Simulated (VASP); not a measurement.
# SnO2 (I4_1/amd) in VASP: notebook

SnO2 is run at these levels: LDA; tasks: single point.

Everything below comes from runs of VASP 6.6.1. Logs are shortened: lines on timing, memory, paths and dates and some standing lists are left out, and cuts for length are marked.

### Step 1. The cell of the first run

It takes space group I4_1/amd (No. 141, tetragonal). Conventional cell: a = 4.000 Å, b = 4.000 Å, c = 10.247 Å, α = 90.00°, β = 90.00°, γ = 90.00°. Within 2.7 Å of Sn (site symmetry -4m2) lie 6 O at 2.06 to 2.09 Å. O (site symmetry 2mm) has 3 Sn at 2.06 to 2.09 Å and 2 O at 2.57 Å within 2.7 Å.

### Step 2. Single point, LDA

INCAR

```
PREC = Accurate
ENCUT = 520
EDIFF = 1E-6
ISMEAR = 0
SIGMA = 0.01
LREAL = False
LASPH = True
NELM = 60
ALGO = Normal
ISIF = 2
LWAVE = False
LCHARG = False
GGA = CA
NBANDS = 35
```

KPOINTS

```
Automatic mesh
0
Gamma
  8 8 8
```

POSCAR

```
SnO2
1.0
   -2.0000700000      2.0000700000      5.1236800000
    2.0000700000     -2.0000700000      5.1236800000
    2.0000700000      2.0000700000     -5.1236800000
Sn O
2 4
Direct
    0.7500000000      0.2500000000      0.5000000000
    0.0000000000      0.0000000000      0.0000000000
    0.7965200000      0.7965200000      0.0000000000
    0.9534800000      0.4534800000      0.5000000000
    0.2034800000      0.2034800000      0.0000000000
    0.5465200000      0.0465200000      0.5000000000
```

Potentials or basis: VASP PAW LDA potentials, release 64 (Sn_d, O).

Launch:

```bash
$ cat potpaw_LDA.64/Sn_d/POTCAR potpaw_LDA.64/O/POTCAR > POTCAR
$ mpirun -np 1 vasp_std > vasp.out
```

OUTCAR:

```text
PREC = Accurate
   ENCUT = 520
   EDIFF = 1E-6
   ISMEAR = 0
   LREAL = False
   LASPH = True
   NELM = 60
   ISIF = 2
   GGA = CA

 ion  position               nearest neighbor table
   1  0.750  0.250  0.500-   3 2.06   5 2.06   3 2.06   5 2.06   4 2.09   6 2.09   2 3.25   2 3.25
                             2 3.25   2 3.25
   2  0.000  0.000  0.000-   6 2.06   4 2.06   6 2.06   4 2.06   3 2.09   5 2.09   1 3.25   1 3.25
                             1 3.25   1 3.25
   3  0.797  0.797  0.000-   1 2.06   1 2.06   2 2.09
   4  0.953  0.453  0.500-   2 2.06   2 2.06   1 2.09
   5  0.203  0.203  0.000-   1 2.06   1 2.06   2 2.09
   6  0.547  0.047  0.500-   2 2.06   2 2.06   1 2.09

  LATTYP: Found a body centered tetragonal cell.
 ALAT       =     4.0001400000
 C/A-ratio  =     2.5617503387

  Lattice vectors:

 A1 = (  -2.0000700000,   2.0000700000,   5.1236800000)
 A2 = (   2.0000700000,  -2.0000700000,   5.1236800000)
 A3 = (   2.0000700000,   2.0000700000,  -5.1236800000)

Analysis of symmetry for initial positions (statically):
=====================================================================
 Subroutine PRICEL returns:
 Original cell was already a primitive cell.

 Routine SETGRP: Setting up the symmetry group for a
 body centered tetragonal supercell.

 Subroutine GETGRP returns: Found 16 space group operations
 (whereof  8 operations were pure point group operations)
 out of a pool of 16 trial point group operations.

The static configuration has the point symmetry D_2d.
 The point group associated with its full space group is D_4h.

Analysis of symmetry for dynamics (positions and initial velocities):
=====================================================================
 Subroutine PRICEL returns:
 Original cell was already a primitive cell.

 Routine SETGRP: Setting up the symmetry group for a
 body centered tetragonal supercell.

 Subroutine GETGRP returns: Found 16 space group operations
 (whereof  8 operations were pure point group operations)
 out of a pool of 16 trial point group operations.

The dynamic configuration has the point symmetry D_2d.
 The point group associated with its full space group is D_4h.

 Subroutine INISYM returns: Found 16 space group operations
 (whereof  8 operations are pure point group operations),
 and found     1 'primitive' translations

----------------------------------------------------------------------------------------

[... 103 lines left out ...]
   NSW    =      0    number of steps for IOM
   IBRION =     -1    ionic relax: 0-MD 1-quasi-New 2-CG
   NFREE  =      0    steps in history (QN), initial steepest desc. (CG)
   ISIF   =      2    stress and relaxation
   ISYM   =      2    0-nonsym 1-usesym 2-fastsym
   POTIM  = 0.5000    time-step for ionic-motion
   TEBEG  =    0.0;   TEEND  =   0.0 temperature during run
   PSTRESS=    0.0 pullay stress
   NELECT =      52.0000    total number of electrons
   NUPDOWN=      -1.0000    fix difference up-down
   EMIN   =  10.00;   EMAX   =-10.00  energy-range for DOS
   EFERMI =   0.00;   METHOD = LEGACY
   ISMEAR =     0;   SIGMA  =   0.01  broadening in eV -4-tet -1-fermi 0-gaus
   EFERMI_NEDOS =   21; number of points for ismear=-14 and -15
   IALGO  =     38    algorithm
   IMIX   =      4    mixing-type and parameters
     AMIX     =   0.40;   BMIX     =  1.00
     AMIX_MAG =   1.60;   BMIX_MAG =  1.00
  volume/ion in A,a.u.               =      13.66        92.21
  Fermi-wavevector in a.u.,A,eV,Ry     =   1.406582  2.658055 26.918770  1.978474
  Thomas-Fermi vector in A             =   2.528928
   LORBIT       =      0    0 simple, 1 ext, 2 COOP (PROOUT), +10 PAW based schemes
   GGA     = CA    functional components
   LHFCALC =     F    Hartree Fock is set to
   AEXX    =    0.0000 exact exchange contribution
   IVDW    =     0    specifies the selected vdW correction
   LEPSILON=     F    determine dielectric tensor
   LRPA    =     F    only Hartree local field effects (RPA)
 non-spin polarized calculation
 Gauss-broadening in eV      SIGMA  =   0.01
  energy-cutoff  :      520.00
  volume of cell :       81.98
 maximum number of plane-waves:      2244
 NGX is ok and might be reduce to    48
   NGX = 21   NGY = 21   NGZ = 21

 number of electron      52.0000007 magnetization

 Free energy of the ion-electron system (eV)
  ---------------------------------------------------
  ext. energy  EPLUGINS =         0.00000000
  ---------------------------------------------------
  free energy    TOTEN  =       -41.72468191 eV

  energy without entropy =      -41.72468191  energy(sigma->0) =      -41.72468191

 E-fermi :   3.8172     XC(G=0): -10.8688

 val. band max:        3.7496690593   @ k =   0.2500   0.2500   0.2500
 cond. band min:       5.2718473474   @ k =   0.0000   0.0000   0.0000
 fundamental gap:      1.5221782881
 Fermi energy:         3.8172369198

 k-point     1 :       0.0000    0.0000    0.0000
  band No.  band energies     occupation
      1     -16.5463      2.00000
      2     -16.5305      2.00000
      3     -16.3999      2.00000
      4     -15.8541      2.00000
      5     -15.7551      2.00000
      6     -15.7551      2.00000
[... 901 lines left out ...]
     34      14.8117      0.00000
     35      16.3231      0.00000

 [... further k-points ...]

------------------------ aborting loop because EDIFF is reached ----------------------------------------

  FORCE on cell =-STRESS in cart. coord.  units (eV):
  Direction    XX          YY          ZZ          XY          YZ          ZX
  --------------------------------------------------------------------------------------
  -------------------------------------------------------------------------------------
  Total       -1.3975701     -1.3975701     -1.8782729      0.0000000     -0.0000000      0.0000000
  in kB      -27.3118938    -27.3118938    -36.7059869      0.0000000     -0.0000000      0.0000000
  external PRESSURE =     -30.4432582 kB  Pullay stress =       0.0000000 kB

 VOLUME and BASIS-vectors are now :
 -----------------------------------------------------------------------------
  energy-cutoff  :      520.00
  volume of cell :       81.98
      direct lattice vectors                 reciprocal lattice vectors
    -2.000070000  2.000070000  5.123680000     0.000000000  0.249991250  0.097586110
     2.000070000 -2.000070000  5.123680000     0.249991250  0.000000000  0.097586110
     2.000070000  2.000070000 -5.123680000     0.249991250  0.249991250  0.000000000

 POSITION                                       TOTAL-FORCE (eV/Angst)
 -----------------------------------------------------------------------------------
      0.00000      2.00007      2.56184        -0.000000     -0.000000     -0.000000
      0.00000      0.00000      0.00000        -0.000000     -0.000000     -0.000000
      0.00000      0.00000      8.16223         0.000000     -0.000000      0.158281
      0.00000      2.00007      4.64697        -0.000000      0.000000     -0.158281
      0.00000      0.00000      2.08513         0.000000     -0.000000     -0.158281
      0.00000      2.00007      0.47671        -0.000000      0.000000      0.158281
 -----------------------------------------------------------------------------------
    total drift:                               -0.000000     -0.000000      0.000000

  FREE ENERGIE OF THE ION-ELECTRON SYSTEM (eV)
  ---------------------------------------------------
  free  energy   TOTEN  =       -41.7246819079 eV

  energy  without entropy=      -41.7246819079  energy(sigma->0) =      -41.72468191
```

Wall time 4.1 min (1 thread of Intel Xeon Platinum 8259CL at 2.50GHz (Skylake/Cascade Lake), shared host); peak memory 0.33 GiB.

What came out:

| Quantity | Value |
| --- | --- |
| Free energy | -41.7247 eV |
| Pressure | -3.0 GPa |
| Largest force | 0.158 eV/Å |
| Band gap on the k mesh | 1.52 eV, indirect (least direct gap 1.91 eV) |

Forces in eV/Å, atoms in the order of the input:
```
Sn   0.000  0.000  0.000
Sn   0.000  0.000  0.000
O    0.000  0.000  0.158
O    0.000  0.000 -0.158
O    0.000  0.000 -0.158
O    0.000  0.000  0.158
```

Caveat: spin-orbit coupling is left out, which moves the levels of the heavy elements. A k mesh can miss the band edges.

### Step 3. Single point, LDA

INCAR

```
SYSTEM = SnO2
PREC     = Accurate       ! precision mode
ENCUT    = 520            ! plane-wave cutoff, eV
EDIFF    = 1E-6           ! SCF threshold, eV
ISMEAR   = 0              ! smearing method
SIGMA    = 0.01           ! smearing width, eV
LREAL    = .FALSE.        ! projectors in reciprocal space
LASPH    = .TRUE.         ! aspherical terms in the spheres
NELM     = 60             ! most SCF steps
ALGO     = Normal         ! electronic algorithm
ISIF     = 2              ! what is computed and relaxed
LWAVE    = .FALSE.        ! write WAVECAR
LCHARG   = .FALSE.        ! write CHGCAR
NBANDS   = 35             ! bands
```

KPOINTS

```
regular mesh
0
G
  8 8 8
  0 0 0
```

POSCAR is that of step 2.

Potentials or basis: VASP PAW LDA potentials, release 64 (Sn_d, O).

Launch:

```bash
$ cat potpaw_LDA.64/Sn_d/POTCAR potpaw_LDA.64/O/POTCAR > POTCAR
$ mpirun -np 1 vasp_std > vasp.out
```

Wall time 4.1 min (1 thread of Intel Xeon Platinum 8259CL at 2.50GHz (Skylake/Cascade Lake), shared host); peak memory 0.33 GiB.

The run converged. Its results:

```yaml
Free_energy: -41.7247 eV
Pressure: -3.0 GPa
Largest_force: 0.158 eV/Å
Band_gap_on_the_k_mesh: 1.52 eV, indirect (least direct gap 1.91 eV)
```

Forces on the atoms (eV/Å):
```
Sn   0.000  0.000  0.000
Sn   0.000  0.000  0.000
O    0.000  0.000  0.158
O    0.000  0.000 -0.158
O    0.000  0.000 -0.158
O    0.000  0.000  0.158
```

Stress tensor (GPa, compression positive):
```
-2.73  0.00  0.00
 0.00 -2.73  0.00
 0.00  0.00 -3.67
```

Levels at points of the mesh, in eV from the valence-band top:
```tsv
k point	band 22	band 23	band 24	band 25	band 26	band 27	band 28	band 29	band 30	band 31
(0.00, 0.00, 0.00)	-1.07	-0.68	-0.68	-0.39	-0.39	1.52	5.40	9.01	9.54	9.60
(0.50, 0.00, 0.00)	-1.14	-0.78	-0.76	-0.59	-0.41	4.83	6.03	7.71	8.42	9.73
(0.50, 0.50, 0.00)	-0.93	-0.84	-0.84	-0.05	-0.05	7.16	7.16	7.47	7.47	8.48
(0.50, 0.50, 0.50)	-2.81	-1.03	-1.03	-0.28	-0.28	4.13	4.13	7.38	7.38	11.76
```

Caveat: spin-orbit coupling is left out, which moves the levels of the heavy elements. A k mesh can miss the band edges.

### Step 4. Single point, LDA

INCAR

```
ALGO = Normal ; EDIFF = 1E-6
ENCUT = 520 ; ISIF = 2
ISMEAR = 0 ; LASPH = T
LCHARG = F ; LREAL = F
LWAVE = F ; NBANDS = 35
NELM = 60 ; PREC = Accurate
SIGMA = 0.01
```

KPOINTS

```
k-points
0
Gamma
  8 8 8
```

POSCAR is that of step 3.

Potentials or basis: VASP PAW LDA potentials, release 64 (Sn_d, O).

Launch:

```bash
$ cat potpaw_LDA.64/Sn_d/POTCAR potpaw_LDA.64/O/POTCAR > POTCAR
$ mpirun -np 1 vasp_std > vasp.out
```

OUTCAR:

```text
EDIFF = 1E-6
   ENCUT = 520
   ISIF = 2
   ISMEAR = 0
   LASPH = T
   LREAL = F
   NELM = 60
   PREC = Accurate

 ion  position               nearest neighbor table
   1  0.750  0.250  0.500-   3 2.06   5 2.06   3 2.06   5 2.06   4 2.09   6 2.09   2 3.25   2 3.25
                             2 3.25   2 3.25
   2  0.000  0.000  0.000-   6 2.06   4 2.06   6 2.06   4 2.06   3 2.09   5 2.09   1 3.25   1 3.25
                             1 3.25   1 3.25
   3  0.797  0.797  0.000-   1 2.06   1 2.06   2 2.09
   4  0.953  0.453  0.500-   2 2.06   2 2.06   1 2.09
   5  0.203  0.203  0.000-   1 2.06   1 2.06   2 2.09
   6  0.547  0.047  0.500-   2 2.06   2 2.06   1 2.09

  LATTYP: Found a body centered tetragonal cell.
 ALAT       =     4.0001400000
 C/A-ratio  =     2.5617503387

  Lattice vectors:

 A1 = (  -2.0000700000,   2.0000700000,   5.1236800000)
 A2 = (   2.0000700000,  -2.0000700000,   5.1236800000)
 A3 = (   2.0000700000,   2.0000700000,  -5.1236800000)

Analysis of symmetry for initial positions (statically):
=====================================================================
 Subroutine PRICEL returns:
 Original cell was already a primitive cell.

 Routine SETGRP: Setting up the symmetry group for a
 body centered tetragonal supercell.

 Subroutine GETGRP returns: Found 16 space group operations
 (whereof  8 operations were pure point group operations)
 out of a pool of 16 trial point group operations.

The static configuration has the point symmetry D_2d.
 The point group associated with its full space group is D_4h.

Analysis of symmetry for dynamics (positions and initial velocities):
=====================================================================
 Subroutine PRICEL returns:
 Original cell was already a primitive cell.

 Routine SETGRP: Setting up the symmetry group for a
 body centered tetragonal supercell.

 Subroutine GETGRP returns: Found 16 space group operations
 (whereof  8 operations were pure point group operations)
 out of a pool of 16 trial point group operations.

The dynamic configuration has the point symmetry D_2d.
[... 132 lines left out ...]
   LORBIT       =      0    0 simple, 1 ext, 2 COOP (PROOUT), +10 PAW based schemes
   GGA     = CA    functional components
   LHFCALC =     F    Hartree Fock is set to
   AEXX    =    0.0000 exact exchange contribution
   IVDW    =     0    specifies the selected vdW correction
   LEPSILON=     F    determine dielectric tensor
   LRPA    =     F    only Hartree local field effects (RPA)
 non-spin polarized calculation
 Gauss-broadening in eV      SIGMA  =   0.01
  energy-cutoff  :      520.00
  volume of cell :       81.98
 maximum number of plane-waves:      2244
 NGX is ok and might be reduce to    48
   NGX = 21   NGY = 21   NGZ = 21

 number of electron      52.0000007 magnetization

 Free energy of the ion-electron system (eV)
  ---------------------------------------------------
  ext. energy  EPLUGINS =         0.00000000
  ---------------------------------------------------
  free energy    TOTEN  =       -41.72468191 eV

  energy without entropy =      -41.72468191  energy(sigma->0) =      -41.72468191

 E-fermi :   3.8172     XC(G=0): -10.8688

 val. band max:        3.7496690593   @ k =   0.2500   0.2500   0.2500
 cond. band min:       5.2718473474   @ k =   0.0000   0.0000   0.0000
 fundamental gap:      1.5221782881
 Fermi energy:         3.8172369198

 k-point     1 :       0.0000    0.0000    0.0000
  band No.  band energies     occupation
      1     -16.5463      2.00000
      2     -16.5305      2.00000
      3     -16.3999      2.00000
      4     -15.8541      2.00000
      5     -15.7551      2.00000
      6     -15.7551      2.00000
[... 901 lines left out ...]
     34      14.8117      0.00000
     35      16.3231      0.00000

 [... further k-points ...]

------------------------ aborting loop because EDIFF is reached ----------------------------------------

  FORCE on cell =-STRESS in cart. coord.  units (eV):
  Direction    XX          YY          ZZ          XY          YZ          ZX
  --------------------------------------------------------------------------------------
  -------------------------------------------------------------------------------------
  Total       -1.3975701     -1.3975701     -1.8782729      0.0000000     -0.0000000      0.0000000
  in kB      -27.3118938    -27.3118938    -36.7059869      0.0000000     -0.0000000      0.0000000
  external PRESSURE =     -30.4432582 kB  Pullay stress =       0.0000000 kB

 VOLUME and BASIS-vectors are now :
 -----------------------------------------------------------------------------
  energy-cutoff  :      520.00
  volume of cell :       81.98
      direct lattice vectors                 reciprocal lattice vectors
    -2.000070000  2.000070000  5.123680000     0.000000000  0.249991250  0.097586110
     2.000070000 -2.000070000  5.123680000     0.249991250  0.000000000  0.097586110
     2.000070000  2.000070000 -5.123680000     0.249991250  0.249991250  0.000000000

 POSITION                                       TOTAL-FORCE (eV/Angst)
 -----------------------------------------------------------------------------------
      0.00000      2.00007      2.56184        -0.000000     -0.000000     -0.000000
      0.00000      0.00000      0.00000        -0.000000     -0.000000     -0.000000
      0.00000      0.00000      8.16223         0.000000     -0.000000      0.158281
      0.00000      2.00007      4.64697        -0.000000      0.000000     -0.158281
      0.00000      0.00000      2.08513         0.000000     -0.000000     -0.158281
      0.00000      2.00007      0.47671        -0.000000      0.000000      0.158281
 -----------------------------------------------------------------------------------
    total drift:                               -0.000000     -0.000000      0.000000

  FREE ENERGIE OF THE ION-ELECTRON SYSTEM (eV)
  ---------------------------------------------------
  free  energy   TOTEN  =       -41.7246819079 eV

  energy  without entropy=      -41.7246819079  energy(sigma->0) =      -41.72468191
```

Run time: 4 min. Hardware: 1 thread of Intel Xeon Platinum 8259CL at 2.50GHz (Skylake/Cascade Lake), shared host; peak memory 0.33 GiB.

Results:

```yaml
Free_energy: -41.7247 eV
Pressure: -3.0 GPa
Largest_force: 0.158 eV/Å
Band_gap_on_the_k_mesh: 1.52 eV, indirect (least direct gap 1.91 eV)
```

Forces on the atoms (eV/Å):
```
Sn   0.000  0.000  0.000
Sn   0.000  0.000  0.000
O    0.000  0.000  0.158
O    0.000  0.000 -0.158
O    0.000  0.000 -0.158
O    0.000  0.000  0.158
```

Caveat: spin-orbit coupling is left out, which moves the levels of the heavy elements.
